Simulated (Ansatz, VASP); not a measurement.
## One calculation of PtPb, two programs

INCAR

```
ALGO = Normal
EDIFF = 1E-7
ENCUT = 520
ISIF = 2
ISMEAR = -1
LASPH = T
LCHARG = F
LREAL = F
LWAVE = F
NBANDS = 32
NELM = 60
PREC = Accurate
SIGMA = 0.05
```

KPOINTS

```
k-points
0
Gamma
  10 10 7
```

File POSCAR:

```
PtPb
1.0
    4.2500008807      0.0000000000      0.0000000000
   -2.1250004404      3.6806087288      0.0000000000
    0.0000000000      0.0000000000      5.5651200000
Pt Pb
2 2
Direct
    0.3333333333      0.6666666667      0.2500000000
    0.6666666667      0.3333333333      0.7500000000
    0.0000000000      0.0000000000      0.0000000000
    0.0000000000      0.0000000000      0.5000000000
```

Input for Ansatz:

```yaml
crystal:
  lattice:
    - [4.2500008807, 0.0, 0.0]
    - [-2.1250004404, 3.6806087288, 0.0]
    - [0.0, 0.0, 5.56512]
  atoms:
    - { symbol: Pt, position: [0.3333333333, 0.6666666667, 0.25] }
    - { symbol: Pt, position: [0.6666666667, 0.3333333333, 0.75] }
    - { symbol: Pb, position: [0.0, 0.0, 0.0] }
    - { symbol: Pb, position: [0.0, 0.0, 0.5] }
kpoints:
  mp_grid: { grid: [10, 10, 7] }
  band_path:
    path:
      - [0.0, 0.0, 0.0]
      - [0.5, 0.0, 0.0]
      - [0.3333333333, 0.3333333333, 0.0]
      - [0.0, 0.0, 0.0]
      - [0.0, 0.0, 0.5]
      - [0.5, 0.0, 0.5]
      - [0.3333333333, 0.3333333333, 0.5]
      - [0.0, 0.0, 0.5]
      - [0.5, 0.0, 0.5]
    npoints: 5
scf:
  occupations: { method: fermi_dirac, width: 0.05 }
hamiltonian:
  xc: lda
  pseudopotentials: { kind: all_electron, lapw: { basis_error: 0.0005 } }
output:
  forces: true
  stress: true
  eigenvalues: true
```

Change from the starting cell: zz strain of +2 %.

Alike in both runs: task single point; functional LDA; k mesh 10 × 10 × 7; occupations fermi-dirac, width 0.05 eV; no spin polarisation.

```csv
,VASP,Ansatz
version,VASP 6.6.1,Ansatz 0.2.0
potentials or method,"VASP PAW LDA potentials, release 64 (Pt, Pb_d), cutoff 520 eV","all-electron LAPW, scalar-relativistic"
```

```csv
,VASP,Ansatz,Ansatz less VASP
pressure (GPa),3.9,3.6,-0.27
"traceless stress, the component that is largest in VASP (GPa)",15.26,15.27,+0.011
```

LDA's correlation is that of Perdew and Zunger in VASP and of Perdew and Wang (1992) in Ansatz. Ansatz ran all-electron here, and VASP with PAW potentials.

Spin-orbit coupling is off throughout.
